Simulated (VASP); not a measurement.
# Co (P6_3/mmc) in VASP: single point with PBE

Aim: the single point of Co with PBE.

All numbers are computed with VASP 6.6.1; they aren't measurements. Logs are shortened: lines on timing, memory, paths and dates and some standing lists are left out, and cuts for length are marked.

### 1 The cell of the first run

It takes space group P6_3/mmc (No. 194, hexagonal). The conventional cell has a = 2.507 Å, b = 2.507 Å, c = 4.069 Å, α = 90.00°, β = 90.00°, γ = 120.00°. Within 3.3 Å of Co (site symmetry -6m2) lie 12 Co at 2.50 to 2.51 Å.

### 2 Single point, PBE, collinear spin, antiferromagnetic start

INCAR reads:

```
PREC = Accurate
ENCUT = 600
EDIFF = 1E-6
ISMEAR = 0
SIGMA = 0.1
LREAL = False
LASPH = True
NELM = 200
ALGO = Normal
ISIF = 2
LWAVE = False
LCHARG = False
ISPIN = 2
MAGMOM = 1.8 -1.8
LORBIT = 11
LMAXMIX = 4
GGA = PE
NBANDS = 20
GGA_COMPAT = False
```

KPOINTS reads:

```
regular mesh
0
Gamma
  4 4 2
```

POSCAR reads:

```
Co
1.0
    2.5070000000      0.0000000000      0.0000000000
   -1.2535000000      2.1711256870      0.0000000000
    0.0000000000      0.0000000000      4.0690000000
Co
2
Direct
    0.3333333330      0.6666666670      0.2500000000
    0.6666666670      0.3333333330      0.7500000000
```

Potentials or basis: VASP PAW PBE potentials, release 64 (Co).

Started as:

```console
$ cat potpaw_PBE.64/Co/POTCAR > POTCAR
$ mpirun -np 1 vasp_std > vasp.out
```

OUTCAR:

```text
PREC = Accurate
   ENCUT = 600
   EDIFF = 1E-6
   ISMEAR = 0
   LREAL = False
   LASPH = True
   NELM = 200
   ISIF = 2
   ISPIN = 2
   LORBIT = 11
   GGA = PE

 ion  position               nearest neighbor table
   1  0.333  0.667  0.250-   2 2.50   2 2.50   2 2.50   2 2.50   2 2.50   2 2.50
   2  0.667  0.333  0.750-   1 2.50   1 2.50   1 2.50   1 2.50   1 2.50   1 2.50

  LATTYP: Found a hexagonal cell.
 ALAT       =     2.5070000000
 C/A-ratio  =     1.6230554448

  Lattice vectors:

 A1 = (   2.5070000000,   0.0000000000,   0.0000000000)
 A2 = (  -1.2535000000,   2.1711256870,   0.0000000000)
 A3 = (   0.0000000000,   0.0000000000,   4.0690000000)

Analysis of symmetry for initial positions (statically):
=====================================================================
 Subroutine PRICEL returns:
 Original cell was already a primitive cell.

 Routine SETGRP: Setting up the symmetry group for a
 hexagonal supercell.

 Subroutine GETGRP returns: Found 24 space group operations
 (whereof 12 operations were pure point group operations)
 out of a pool of 24 trial point group operations.

The static configuration has the point symmetry D_3d.
 The point group associated with its full space group is D_6h.

Analysis of symmetry for dynamics (positions and initial velocities):
=====================================================================
 Subroutine PRICEL returns:
 Original cell was already a primitive cell.

 Routine SETGRP: Setting up the symmetry group for a
 hexagonal supercell.

 Subroutine GETGRP returns: Found 24 space group operations
 (whereof 12 operations were pure point group operations)
 out of a pool of 24 trial point group operations.

The dynamic configuration has the point symmetry D_3d.
 The point group associated with its full space group is D_6h.

Analysis of structural, dynamic, and magnetic symmetry:
=====================================================================
 Subroutine PRICEL returns:
 Original cell was already a primitive cell.

 Routine SETGRP: Setting up the symmetry group for a
 hexagonal supercell.

 Subroutine GETGRP returns: Found 24 space group operations
 (whereof 12 operations were pure point group operations)
 out of a pool of 24 trial point group operations.

The overall configuration has the point symmetry D_3d.
 The point group associated with its full space group is D_6h.

 Subroutine INISYM returns: Found 24 space group operations
 (whereof 12 operations are pure point group operations),
 and found     1 'primitive' translations

----------------------------------------------------------------------------------------

                                     Primitive cell

  volume of cell :      22.1476

  direct lattice vectors                    reciprocal lattice vectors
     2.507000000  0.000000000  0.000000000     0.398883127  0.230295281  0.000000000
    -1.253500000  2.171125687  0.000000000     0.000000000  0.460590562  0.000000000
     0.000000000  0.000000000  4.069000000     0.000000000  0.000000000  0.245760629

  length of vectors
     2.507000000  2.507000000  4.069000000     0.460590562  0.460590562  0.245760629

  position of ions in fractional coordinates (direct lattice)
     0.333333333  0.666666667  0.250000000
     0.666666667  0.333333333  0.750000000

  ion indices of the primitive-cell ions
   primitive index   ion index
                 1           1
                 2           2

----------------------------------------------------------------------------------------

 KPOINTS: regular mesh

Automatic generation of k-mesh.
 Grid dimensions read from file:
 generate k-points for:    4    4    2

 Generating k-lattice:

  Cartesian coordinates                     Fractional coordinates (reciprocal lattice)
     0.099720782  0.057573820  0.000000000     0.250000000  0.000000000  0.000000000
     0.000000000  0.115147640  0.000000000     0.000000000  0.250000000  0.000000000
     0.000000000  0.000000000  0.122880315     0.000000000  0.000000000  0.500000000

  Length of vectors
     0.115147640  0.115147640  0.122880315

  Shift w.r.t. Gamma in fractional coordinates (k-lattice)
     0.000000000  0.000000000  0.000000000

 Subroutine IBZKPT returns following result:
 ===========================================

 Found      8 irreducible k-points:

 Following reciprocal coordinates:
            Coordinates               Weight
  0.000000  0.000000  0.000000      1.000000
  0.250000  0.000000  0.000000      6.000000
  0.500000  0.000000  0.000000      3.000000
  0.250000  0.250000  0.000000      6.000000
  0.000000  0.000000  0.500000      1.000000
  0.250000  0.000000  0.500000      6.000000
  0.500000  0.000000  0.500000      3.000000
  0.250000  0.250000  0.500000      6.000000
   k-points           NKPTS =      8   k-points in BZ     NKDIM =      8   number of bands    NBANDS=     20
   number of dos      NEDOS =    301   number of ions     NIONS =      2
   total plane-waves  NPLWV =  14400
   dimension x,y,z NGX =    20 NGY =   20 NGZ =   36
   dimension x,y,z NGXF=    40 NGYF=   40 NGZF=   72
   ions per type =               2
   NGX,Y,Z   is equivalent  to a cutoff of  13.26, 13.26, 14.71 a.u.
   NGXF,Y,Z  is equivalent  to a cutoff of  26.53, 26.53, 29.42 a.u.
 SYSTEM =  unknown system
   PREC   = accura    normal or accurate (medium, high low for compatibility)
   ISTART =      0    job   : 0-new  1-cont  2-samecut
   ICHARG =      2    charge: 1-file 2-atom 10-const
   ISPIN  =      2    spin polarized calculation?
   LNONCOLLINEAR =      F non collinear calculations
   LSORBIT =      F    spin-orbit coupling
   LASPH  =      T    aspherical Exc in radial PAW
   ENCUT  =  600.0 eV  44.10 Ry    6.64 a.u.   5.01  5.01  8.13*2*pi/ulx,y,z
   NELM   =    200;   NELMIN=  2; NELMDL= -5     # of ELM steps
   EDIFF  = 0.1E-05   stopping-criterion for ELM
   LREAL  =      F    real-space projection
   EDIFFG = 0.1E-04   stopping-criterion for IOM
   NSW    =      0    number of steps for IOM
   IBRION =     -1    ionic relax: 0-MD 1-quasi-New 2-CG
   NFREE  =      0    steps in history (QN), initial steepest desc. (CG)
   ISIF   =      2    stress and relaxation
   ISYM   =      2    0-nonsym 1-usesym 2-fastsym
   POTIM  = 0.5000    time-step for ionic-motion
   TEBEG  =    0.0;   TEEND  =   0.0 temperature during run
   PSTRESS=    0.0 pullay stress
   NELECT =      18.0000    total number of electrons
   NUPDOWN=      -1.0000    fix difference up-down
   EMIN   =  10.00;   EMAX   =-10.00  energy-range for DOS
   EFERMI =   0.00;   METHOD = LEGACY
   ISMEAR =     0;   SIGMA  =   0.10  broadening in eV -4-tet -1-fermi 0-gaus
   EFERMI_NEDOS =   21; number of points for ismear=-14 and -15
   IALGO  =     38    algorithm
   IMIX   =      4    mixing-type and parameters
     AMIX     =   0.40;   BMIX     =  1.00
     AMIX_MAG =   1.60;   BMIX_MAG =  1.00
  volume/ion in A,a.u.               =      11.07        74.73
  Fermi-wavevector in a.u.,A,eV,Ry     =   1.527765  2.887058 31.756911  2.334067
  Thomas-Fermi vector in A             =   2.635617
   LORBIT       =     11    0 simple, 1 ext, 2 COOP (PROOUT), +10 PAW based schemes
   GGA     = PE    functional components
   LHFCALC =     F    Hartree Fock is set to
   AEXX    =    0.0000 exact exchange contribution
   IVDW    =     0    specifies the selected vdW correction
   LEPSILON=     F    determine dielectric tensor
   LRPA    =     F    only Hartree local field effects (RPA)
 spin polarized calculation
 Gauss-broadening in eV      SIGMA  =   0.10
  energy-cutoff  :      600.00
  volume of cell :       22.15
 maximum number of plane-waves:       749
 NGX is ok and might be reduce to    20
   NGX =  9   NGY =  9   NGZ = 17

 number of electron      17.9999999 magnetization       0.0000000

 number of electron      17.9999999 magnetization      -0.0000000

 Free energy of the ion-electron system (eV)
  ---------------------------------------------------
  ext. energy  EPLUGINS =         0.00000000
  ---------------------------------------------------
  free energy    TOTEN  =       -13.71028106 eV

  energy without entropy =      -13.68616790  energy(sigma->0) =      -13.69822448

 E-fermi :   9.9914     XC(G=0): -13.2979

 val. band max:        9.9513424593   @ k =   0.0000   0.0000   0.0000
 cond. band min:      10.0076927761   @ k =   0.2500   0.2500   0.0000
 fundamental gap:      0.0563503168
 Fermi energy:         9.9913681255

 spin component 1

 k-point     1 :       0.0000    0.0000    0.0000
  band No.  band energies     occupation
      1       1.1665      1.00000
      2       5.3706      1.00000
      3       8.0978      1.00000
      4       8.1658      1.00000
      5       8.1658      1.00000
      6       8.4855      1.00000
[... 12 lines left out ...]
     19      35.6890      0.00000
     20      35.6890      0.00000
[... 139 lines left out ...]
 k-point     8 :       0.2500    0.2500    0.5000
  band No.  band energies     occupation
      1       6.1552      1.00000
      2       6.1552      1.00000
      3       7.2852      1.00000
      4       7.2855      1.00000
      5       7.7107      1.00000
      6       7.7110      1.00000
[... 12 lines left out ...]
     19      36.5239      0.00000
     20      36.5239      0.00000
 Fermi energy:         9.9913681255

 spin component 2

 k-point     1 :       0.0000    0.0000    0.0000
  band No.  band energies     occupation
      1       1.1665      1.00000
      2       5.3706      1.00000
      3       8.0978      1.00000
      4       8.1658      1.00000
      5       8.1658      1.00000
      6       8.4855      1.00000
[... 12 lines left out ...]
     19      35.6890      0.00000
     20      35.6890      0.00000
[... 139 lines left out ...]
 k-point     8 :       0.2500    0.2500    0.5000
  band No.  band energies     occupation
      1       6.1552      1.00000
      2       6.1552      1.00000
      3       7.2852      1.00000
      4       7.2855      1.00000
      5       7.7107      1.00000
      6       7.7110      1.00000
[... 12 lines left out ...]
     19      36.5239      0.00000
     20      36.5239      0.00000

------------------------ aborting loop because EDIFF is reached ----------------------------------------

  FORCE on cell =-STRESS in cart. coord.  units (eV):
  Direction    XX          YY          ZZ          XY          YZ          ZX
  --------------------------------------------------------------------------------------
  -------------------------------------------------------------------------------------
  Total       -2.7506099     -2.7506099     -1.6412746     -0.0000000      0.0000000     -0.0000000
  in kB     -198.9814524   -198.9814523   -118.7311953     -0.0000000      0.0000000     -0.0000000
  external PRESSURE =    -172.2313666 kB  Pullay stress =       0.0000000 kB

 VOLUME and BASIS-vectors are now :
 -----------------------------------------------------------------------------
  energy-cutoff  :      600.00
  volume of cell :       22.15
      direct lattice vectors                 reciprocal lattice vectors
     2.507000000  0.000000000  0.000000000     0.398883127  0.230295281  0.000000000
    -1.253500000  2.171125687  0.000000000     0.000000000  0.460590562  0.000000000
     0.000000000  0.000000000  4.069000000     0.000000000  0.000000000  0.245760629

 POSITION                                       TOTAL-FORCE (eV/Angst)
 -----------------------------------------------------------------------------------
     -0.00000      1.44742      1.01725         0.000000     -0.000000      0.000000
      1.25350      0.72371      3.05175         0.000000      0.000000      0.000000
 -----------------------------------------------------------------------------------
    total drift:                               -0.000000      0.000000     -0.000000

  FREE ENERGIE OF THE ION-ELECTRON SYSTEM (eV)
  ---------------------------------------------------
  free  energy   TOTEN  =       -13.7102810559 eV

  energy  without entropy=      -13.6861678972  energy(sigma->0) =      -13.69822448

 total charge

# of ion       s       p       d       tot
------------------------------------------
    1        0.470   0.490   7.275   8.234
    2        0.470   0.490   7.275   8.234
--------------------------------------------------
tot          0.939   0.980  14.550  16.469

 magnetization (x)

# of ion       s       p       d       tot
------------------------------------------
    1        0.000   0.000  -0.000  -0.000
    2       -0.000  -0.000   0.000   0.000
--------------------------------------------------
tot          0.000   0.000   0.000   0.000
```

Wall time 85 s (1 thread of AMD EPYC 7R13, shared host); peak memory 0.12 GiB.

What came out:

```yaml
Free_energy: -13.7103 eV
Pressure: -17.2 GPa
Band_gap_on_the_k_mesh: zero (filled and empty bands overlap)
Net_moment: 0.00 μB per cell
Valence_electrons_inside_the_program's_atomic_spheres: Co 8.23
```

Levels at points of the mesh, in eV from the Fermi level:
Spin up:
```
           k point  band 5  band 6  band 7  band 8  band 9  band 10  band 11  band 12  band 13  band 14
(0.00, 0.00, 0.00)   -1.83   -1.51   -1.51   -1.14   -1.14    -0.18    -0.04    -0.04     6.53    21.69
(0.50, 0.00, 0.00)   -1.98   -1.84   -1.49    0.11    0.18     0.26     1.72     3.61     9.63    10.26
(0.00, 0.00, 0.50)   -1.89   -1.89   -1.89   -1.89   -0.35    -0.35    -0.35    -0.35    14.83    14.83
(0.50, 0.00, 0.50)   -1.03   -1.03   -0.44   -0.44    0.20     0.20     1.72     1.72     7.44     7.44
```
Spin down:
| k point | band 7 | band 8 | band 9 | band 10 | band 11 | band 12 |
| --- | --- | --- | --- | --- | --- | --- |
| (0.00, 0.00, 0.00) | -1.51 | -1.14 | -1.14 | -0.18 | -0.04 | -0.04 |
| (0.50, 0.00, 0.00) | -1.49 | 0.11 | 0.18 | 0.26 | 1.72 | 3.61 |
| (0.00, 0.00, 0.50) | -1.89 | -1.89 | -0.35 | -0.35 | -0.35 | -0.35 |
| (0.50, 0.00, 0.50) | -0.44 | -0.44 | 0.20 | 0.20 | 1.72 | 1.72 |

Caveat: the k points lie up to 0.77 Å⁻¹ apart; the starting moments collapsed, and a magnetic state may lie lower.
